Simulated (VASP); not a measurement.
# Rh (P6_3/mmc) in VASP: notebook

Runs on Rh. Level: PBEsol. Tasks: single point.

Everything below comes from runs of VASP 6.6.1. Logs are shortened: lines on timing, memory, paths and dates and some standing lists are left out, and cuts for length are marked.

**1. The cell of the first run**

Symmetry: P6_3/mmc, No. 194, hexagonal system. Conventional cell: a = 2.603 Å, b = 2.603 Å, c = 8.492 Å, α = 90.00°, β = 90.00°, γ = 120.00°. Within 3.4 Å of Rh (site symmetry -3m) lie 12 Rh at 2.60 Å. Rh (site symmetry -6m2) has 12 Rh at 2.60 Å within 3.4 Å.

This isn't the form of Rh at room conditions, which is fcc.

**2. Single point, PBEsol**

Contents of INCAR:

```
PREC = Accurate ; ENCUT = 520
EDIFF = 1E-6 ; ISMEAR = 0
SIGMA = 0.1 ; LREAL = F
LASPH = T ; NELM = 60
ALGO = Fast ; ISIF = 2
LWAVE = F ; LCHARG = F
GGA = PS ; NBANDS = 38
```

Contents of KPOINTS:

```
Automatic mesh
0
Gamma
  18 18 6
```

Contents of POSCAR:

```
Rh
1.0
    2.6025243926      0.0000000000      0.0000000000
   -1.3012621963      2.2538522380      0.0000000000
    0.0000000000      0.0000000000      8.4920792243
Rh
4
Direct
    0.0000000000      0.0000000000      0.0000000000
    0.3333333333      0.6666666667      0.2500000000
    0.0000000000      0.0000000000      0.5000000000
    0.6666666667      0.3333333333      0.7500000000
```

Potentials or basis: VASP PAW PBE potentials, release 64 (Rh_pv).

Launch:

```console
> cat potpaw_PBE.64/Rh_pv/POTCAR > POTCAR
> mpirun -np 1 vasp_std > vasp.out
```

OUTCAR:

```text
PREC = Accurate
   ENCUT = 520
   EDIFF = 1E-6
   ISMEAR = 0
   LREAL = F
   LASPH = T
   NELM = 60
   ISIF = 2
   GGA = PS

 ion  position               nearest neighbor table
   1  0.000  0.000  0.000-   2 2.60   4 2.60   4 2.60   2 2.60   4 2.60   2 2.60
   2  0.333  0.667  0.250-   1 2.60   3 2.60   1 2.60   3 2.60   1 2.60   3 2.60
   3  0.000  0.000  0.500-   2 2.60   4 2.60   4 2.60   2 2.60   4 2.60   2 2.60
   4  0.667  0.333  0.750-   1 2.60   3 2.60   1 2.60   3 2.60   1 2.60   3 2.60

  LATTYP: Found a hexagonal cell.
 ALAT       =     2.6025243926
 C/A-ratio  =     3.2630161886

  Lattice vectors:

 A1 = (   2.6025243926,   0.0000000000,   0.0000000000)
 A2 = (  -1.3012621963,   2.2538522380,   0.0000000000)
 A3 = (   0.0000000000,   0.0000000000,   8.4920792243)

Analysis of symmetry for initial positions (statically):
=====================================================================
 Subroutine PRICEL returns:
 Original cell was already a primitive cell.

 Routine SETGRP: Setting up the symmetry group for a
 hexagonal supercell.

 Subroutine GETGRP returns: Found 24 space group operations
 (whereof 12 operations were pure point group operations)
 out of a pool of 24 trial point group operations.

The static configuration has the point symmetry D_3d.
 The point group associated with its full space group is D_6h.

Analysis of symmetry for dynamics (positions and initial velocities):
=====================================================================
 Subroutine PRICEL returns:
 Original cell was already a primitive cell.

 Routine SETGRP: Setting up the symmetry group for a
 hexagonal supercell.

 Subroutine GETGRP returns: Found 24 space group operations
 (whereof 12 operations were pure point group operations)
 out of a pool of 24 trial point group operations.

The dynamic configuration has the point symmetry D_3d.
 The point group associated with its full space group is D_6h.

 Subroutine INISYM returns: Found 24 space group operations
 (whereof 12 operations are pure point group operations),
 and found     1 'primitive' translations

----------------------------------------------------------------------------------------

                                     Primitive cell

  volume of cell :      49.8120

  direct lattice vectors                    reciprocal lattice vectors
     2.602524393  0.000000000  0.000000000     0.384242316  0.221842405  0.000000000
    -1.301262196  2.253852238  0.000000000     0.000000000  0.443684809  0.000000000
     0.000000000  0.000000000  8.492079224     0.000000000  0.000000000  0.117756791

  length of vectors
     2.602524393  2.602524393  8.492079224     0.443684809  0.443684809  0.117756791

  position of ions in fractional coordinates (direct lattice)
     0.000000000  0.000000000  0.000000000
     0.333333333  0.666666667  0.250000000
     0.000000000  0.000000000  0.500000000
     0.666666667  0.333333333  0.750000000

  ion indices of the primitive-cell ions
   primitive index   ion index
                 1           1
                 2           2
                 3           3
                 4           4

----------------------------------------------------------------------------------------

 KPOINTS: Automatic mesh

Automatic generation of k-mesh.
 Grid dimensions read from file:
 generate k-points for:   18   18    6

 Generating k-lattice:

  Cartesian coordinates                     Fractional coordinates (reciprocal lattice)
     0.021346795  0.012324578  0.000000000     0.055555556  0.000000000  0.000000000
     0.000000000  0.024649156  0.000000000     0.000000000  0.055555556  0.000000000
     0.000000000  0.000000000  0.019626132     0.000000000  0.000000000  0.166666667

  Length of vectors
     0.024649156  0.024649156  0.019626132

  Shift w.r.t. Gamma in fractional coordinates (k-lattice)
     0.000000000  0.000000000  0.000000000

 Subroutine IBZKPT returns following result:
 ===========================================

 Found    148 irreducible k-points:

 Following reciprocal coordinates:
            Coordinates               Weight
  0.000000  0.000000  0.000000      1.000000
  0.055556 -0.000000  0.000000      6.000000
  0.111111 -0.000000  0.000000      6.000000
  0.166667 -0.000000  0.000000      6.000000
  0.222222  0.000000  0.000000      6.000000
  0.277778 -0.000000  0.000000      6.000000
[... 16 lines left out ...]
  0.333333  0.111111  0.000000     12.000000
  0.388889  0.111111  0.000000     12.000000
 [... further k-points ...]
   k-points           NKPTS =    148   k-points in BZ     NKDIM =    148   number of bands    NBANDS=     38
   number of dos      NEDOS =    301   number of ions     NIONS =      4
   total plane-waves  NPLWV =  25600
   dimension x,y,z NGX =    20 NGY =   20 NGZ =   64
   dimension x,y,z NGXF=    40 NGYF=   40 NGZF=  128
   ions per type =               4
   NGX,Y,Z   is equivalent  to a cutoff of  12.78, 12.78, 12.53 a.u.
   NGXF,Y,Z  is equivalent  to a cutoff of  25.55, 25.55, 25.06 a.u.
 SYSTEM =  unknown system
   PREC   = accura    normal or accurate (medium, high low for compatibility)
   ISTART =      0    job   : 0-new  1-cont  2-samecut
   ICHARG =      2    charge: 1-file 2-atom 10-const
   ISPIN  =      1    spin polarized calculation?
   LNONCOLLINEAR =      F non collinear calculations
   LSORBIT =      F    spin-orbit coupling
   LASPH  =      T    aspherical Exc in radial PAW
   ENCUT  =  520.0 eV  38.22 Ry    6.18 a.u.   4.84  4.84 15.79*2*pi/ulx,y,z
   NELM   =     60;   NELMIN=  2; NELMDL= -5     # of ELM steps
   EDIFF  = 0.1E-05   stopping-criterion for ELM
   LREAL  =      F    real-space projection
   EDIFFG = 0.1E-04   stopping-criterion for IOM
   NSW    =      0    number of steps for IOM
   IBRION =     -1    ionic relax: 0-MD 1-quasi-New 2-CG
   NFREE  =      0    steps in history (QN), initial steepest desc. (CG)
   ISIF   =      2    stress and relaxation
   ISYM   =      2    0-nonsym 1-usesym 2-fastsym
   POTIM  = 0.5000    time-step for ionic-motion
   TEBEG  =    0.0;   TEEND  =   0.0 temperature during run
   PSTRESS=    0.0 pullay stress
   NELECT =      60.0000    total number of electrons
   NUPDOWN=      -1.0000    fix difference up-down
   EMIN   =  10.00;   EMAX   =-10.00  energy-range for DOS
   EFERMI =   0.00;   METHOD = LEGACY
   ISMEAR =     0;   SIGMA  =   0.10  broadening in eV -4-tet -1-fermi 0-gaus
   EFERMI_NEDOS =   21; number of points for ismear=-14 and -15
   IALGO  =     68    algorithm
   IMIX   =      4    mixing-type and parameters
     AMIX     =   0.40;   BMIX     =  1.00
     AMIX_MAG =   1.60;   BMIX_MAG =  1.00
  volume/ion in A,a.u.               =      12.45        84.04
  Fermi-wavevector in a.u.,A,eV,Ry     =   1.741862  3.291642 41.281223  3.034084
  Thomas-Fermi vector in A             =   2.814238
   LORBIT       =      0    0 simple, 1 ext, 2 COOP (PROOUT), +10 PAW based schemes
   GGA     = PS    functional components
   LHFCALC =     F    Hartree Fock is set to
   AEXX    =    0.0000 exact exchange contribution
   IVDW    =     0    specifies the selected vdW correction
   LEPSILON=     F    determine dielectric tensor
   LRPA    =     F    only Hartree local field effects (RPA)
 non-spin polarized calculation
 RMM-DIIS sequential band-by-band and
 Gauss-broadening in eV      SIGMA  =   0.10
  energy-cutoff  :      520.00
  volume of cell :       49.81
 maximum number of plane-waves:      1374
 NGX is ok and might be reduce to    20
   NGX =  9   NGY =  9   NGZ = 31

 number of electron      59.9999980 magnetization

 Free energy of the ion-electron system (eV)
  ---------------------------------------------------
  ext. energy  EPLUGINS =         0.00000000
  ---------------------------------------------------
  free energy    TOTEN  =       -32.11445583 eV

  energy without entropy =      -32.08928139  energy(sigma->0) =      -32.10186861

 E-fermi :  13.7039     XC(G=0): -14.8648

 val. band max:       13.6994251170   @ k =   0.5000  -0.0000   0.1667
 cond. band min:      13.7109849630   @ k =   0.2778   0.1111   0.0000
 fundamental gap:      0.0115598461
 Fermi energy:        13.7038589595

 k-point     1 :       0.0000    0.0000    0.0000
  band No.  band energies     occupation
      1     -33.8636      2.00000
      2     -33.3635      2.00000
      3     -33.3527      2.00000
      4     -32.9710      2.00000
      5     -32.9710      2.00000
      6     -32.9138      2.00000
[... 30 lines left out ...]
     37      23.3112      0.00000
     38      28.2122      0.00000

 k-point     2 :       0.0556   -0.0000    0.0000
  band No.  band energies     occupation
      1     -33.8534      2.00000
      2     -33.3658      2.00000
      3     -33.3555      2.00000
      4     -32.9949      2.00000
      5     -32.9786      2.00000
      6     -32.9319      2.00000
[... 30 lines left out ...]
     37      23.2836      0.00000
     38      28.3872      0.00000

 k-point     3 :       0.1111   -0.0000    0.0000
  band No.  band energies     occupation
      1     -33.8237      2.00000
      2     -33.3752      2.00000
      3     -33.3675      2.00000
      4     -33.0625      2.00000
      5     -33.0003      2.00000
      6     -32.9832      2.00000
[... 30 lines left out ...]
     37      23.2057      0.00000
     38      28.8454      0.00000

 k-point     4 :       0.1667   -0.0000    0.0000
  band No.  band energies     occupation
      1     -33.7767      2.00000
      2     -33.4003      2.00000
      3     -33.3998      2.00000
      4     -33.1626      2.00000
      5     -33.0653      2.00000
      6     -33.0328      2.00000
[... 30 lines left out ...]
     37      23.0958      0.00000
     38      29.3486      0.00000
[... 703 lines left out ...]
      4     -33.5095      2.00000
      5     -33.4699      2.00000
      6     -33.2035      2.00000
[... 30 lines left out ...]
     37      23.1064      0.00000
     38      25.3518      0.00000

 k-point    23 :       0.3333    0.1111    0.0000
  band No.  band energies     occupation
      1     -33.7505      2.00000
      2     -33.7189      2.00000
      3     -33.5945      2.00000
      4     -33.5510      2.00000
      5     -33.4464      2.00000
      6     -33.2316      2.00000
[... 30 lines left out ...]
     37      23.9202      0.00000
     38      24.2689      0.00000

 k-point    24 :       0.3889    0.1111    0.0000
  band No.  band energies     occupation
      1     -33.8057      2.00000
      2     -33.7667      2.00000
      3     -33.6509      2.00000
      4     -33.6016      2.00000
      5     -33.3694      2.00000
      6     -33.2516      2.00000
[... 30 lines left out ...]
     37      24.0733      0.00000
     38      24.0917      0.00000

 [... further k-points ...]

------------------------ aborting loop because EDIFF is reached ----------------------------------------

  FORCE on cell =-STRESS in cart. coord.  units (eV):
  Direction    XX          YY          ZZ          XY          YZ          ZX
  --------------------------------------------------------------------------------------
  -------------------------------------------------------------------------------------
  Total        9.3230034      9.3230034      9.3182718     -0.0000000      0.0000000     -0.0000000
  in kB      299.8693925    299.8693925    299.7172037     -0.0000000      0.0000000     -0.0000000
  external PRESSURE =     299.8186629 kB  Pullay stress =       0.0000000 kB

 VOLUME and BASIS-vectors are now :
 -----------------------------------------------------------------------------
  energy-cutoff  :      520.00
  volume of cell :       49.81
      direct lattice vectors                 reciprocal lattice vectors
     2.602524393  0.000000000  0.000000000     0.384242316  0.221842405  0.000000000
    -1.301262196  2.253852238  0.000000000     0.000000000  0.443684809  0.000000000
     0.000000000  0.000000000  8.492079224     0.000000000  0.000000000  0.117756791

 POSITION                                       TOTAL-FORCE (eV/Angst)
 -----------------------------------------------------------------------------------
      0.00000      0.00000      0.00000        -0.000000      0.000000      0.000000
     -0.00000      1.50257      2.12302         0.000000      0.000000      0.000000
      0.00000      0.00000      4.24604        -0.000000      0.000000      0.000000
      1.30126      0.75128      6.36906        -0.000000     -0.000000     -0.000000
 -----------------------------------------------------------------------------------
    total drift:                                0.000000     -0.000000      0.000000

  FREE ENERGIE OF THE ION-ELECTRON SYSTEM (eV)
  ---------------------------------------------------
  free  energy   TOTEN  =       -32.1144558287 eV

  energy  without entropy=      -32.0892813870  energy(sigma->0) =      -32.10186861
```

It took 1.8 min on 1 thread of Intel Xeon 6975P-C (Granite Rapids), shared host; peak memory 0.31 GiB.

What came out:

```
Free energy            : -32.1145 eV
Pressure               : 30.0 GPa
Band gap on the k mesh : zero (bands 30 and 31 overlap by 2.37 eV)
```

Caveat: the cell stands under pressure; the PAW data sets were made with another functional, which shifts forces and pressure a little.

**3. Single point, PBEsol**

This run uses another cell than the first one, of 12.93 Å³/atom.

Contents of INCAR:

```
SYSTEM = Rh
  PREC = Accurate
  ENCUT = 520
  EDIFF = 1E-6
  ISMEAR = 0
  SIGMA = 0.1
  LREAL = .False.
  LASPH = .True.
  NELM = 60
  ALGO = Fast
  ISIF = 2
  LWAVE = .False.
  LCHARG = .False.
  GGA = PS
  NBANDS = 38
```

Contents of KPOINTS:

```
regular mesh
0
Gamma
  18 18 6
  0 0 0
```

Contents of POSCAR:

```
Rh
1.0
    2.6351972574      0.0000000000      0.0000000000
   -1.3175986287      2.2821477689      0.0000000000
    0.0000000000      0.0000000000      8.5969136967
Rh
4
Direct
    0.0000000000      0.0000000000      0.0000000000
    0.3333333333      0.6666666667      0.2500000000
    0.0000000000      0.0000000000      0.5000000000
    0.6666666667      0.3333333333      0.7500000000
```

Potentials or basis: VASP PAW PBE potentials, release 64 (Rh_pv).

Launch:

```console
> cat potpaw_PBE.64/Rh_pv/POTCAR > POTCAR
> mpirun -np 1 vasp_std > vasp.out
```

Wall time 1.8 min (1 thread of Intel Xeon 6975P-C (Granite Rapids), shared host); peak memory 0.31 GiB.

Results (log left out):

| Property | Result |
| --- | --- |
| Free energy | -32.3772 eV |
| Pressure | 15.0 GPa |
| Band gap on the k mesh | zero (bands 30 and 31 overlap by 2.22 eV) |

Levels at points of the mesh, in eV from the Fermi level:
```tsv
k point	band 28	band 29	band 30	band 31	band 32	band 33
(0.00, 0.00, 0.00)	-1.60	-1.60	-0.96	-0.96	-0.38	-0.38
(0.50, 0.00, 0.00)	0.67	0.73	0.92	0.93	0.97	1.13
(0.00, 0.00, 0.50)	-1.32	-1.26	-1.26	-1.26	-1.26	0.08
(0.50, 0.00, 0.50)	-0.12	0.65	0.65	0.90	0.90	3.00
```

Caveat: the cell stands under pressure; the PAW data sets were made with another functional, which shifts forces and pressure a little.
